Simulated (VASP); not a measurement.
BN, 4 atoms in the cell. The structure is hexagonal, space group P6_3/mmc (No. 194). The conventional cell has a = 2.364 Å, b = 2.364 Å, c = 6.523 Å, α = 90.00°, β = 90.00°, γ = 120.00°. B (site symmetry -6m2) has 3 N at 1.36 Å within 1.8 Å. Within 1.8 Å of N (site symmetry -6m2) lie 3 B at 1.36 Å.  This cell differs from its parent crystal: epitaxial xy strain -5.5%.

* Program: VASP 6.6.1
* Task: single point
* Functional: PBE
* Potentials or basis: VASP PAW PBE potentials, release 64 (B, N)
* Cutoff: 520 eV
* k mesh: 12 × 12 × 4
* Occupations: fermi-dirac, width 0.02 eV
* Spin: no spin polarisation
* Dipole correction: no
* Further INCAR settings: ALGO = Normal; EDIFF = 1e-06; NBANDS = 16

Potentials or basis: VASP PAW PBE potentials, release 64 (B, N).

Launch:

```bash
$ cat potpaw_PBE.64/B/POTCAR potpaw_PBE.64/N/POTCAR > POTCAR
$ mpirun -np 1 vasp_std > vasp.out
```

Hardware: 1 thread of Intel(R) Xeon(R) Platinum 8559C (Emerald Rapids), on a shared host.

Estimate the wall time of this run.

Wall time 15 s on 1 thread of Intel(R) Xeon(R) Platinum 8559C (Emerald Rapids), with other jobs on the host, peak memory 0.15 GiB. Counts: scf iterations 13, k points 57.
